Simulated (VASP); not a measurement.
CdSe, 4 atoms in the cell. The structure is hexagonal, space group P6_3mc (No. 186). The conventional cell has a = 4.341 Å, b = 4.341 Å, c = 7.077 Å, α = 90.00°, β = 90.00°, γ = 120.00°. Within 3.5 Å of Cd (site symmetry 3m) lie 4 Se at 2.66 Å. Within 3.5 Å of Se (site symmetry 3m) lie 4 Cd at 2.66 Å. 

| Quantity | Value |
| --- | --- |
| Program | VASP 6.6.1 |
| Task | single point |
| Functional | r2SCAN |
| Potentials or basis | VASP PAW PBE potentials, release 64 (Cd, Se) |
| Cutoff | 520 eV |
| k mesh | 12 × 12 × 4 |
| Occupations | gaussian, width 0.01 eV |
| Spin | no spin polarisation |
| Dipole correction | no |
| Further INCAR settings | ALGO = Normal; EDIFF = 1e-06; NBANDS = 26 |

Potentials or basis: VASP PAW PBE potentials, release 64 (Cd, Se).

The run is started by

```console
$ cat potpaw_PBE.64/Cd/POTCAR potpaw_PBE.64/Se/POTCAR > POTCAR
$ cp INCAR.step1 INCAR
$ mpirun -np 1 vasp_std > vasp.out
$ cp INCAR.step2 INCAR
$ mpirun -np 1 vasp_std > vasp.out
```

Hardware: 1 thread of Intel(R) Xeon(R) 6975P-C (Granite Rapids), on a shared host.

Problem. How long does it take, and how much memory?

Solution. It took 3.1 min on 1 thread of Intel(R) Xeon(R) 6975P-C (Granite Rapids) (shared host), peak memory 0.33 GiB. Counts: k points 57.
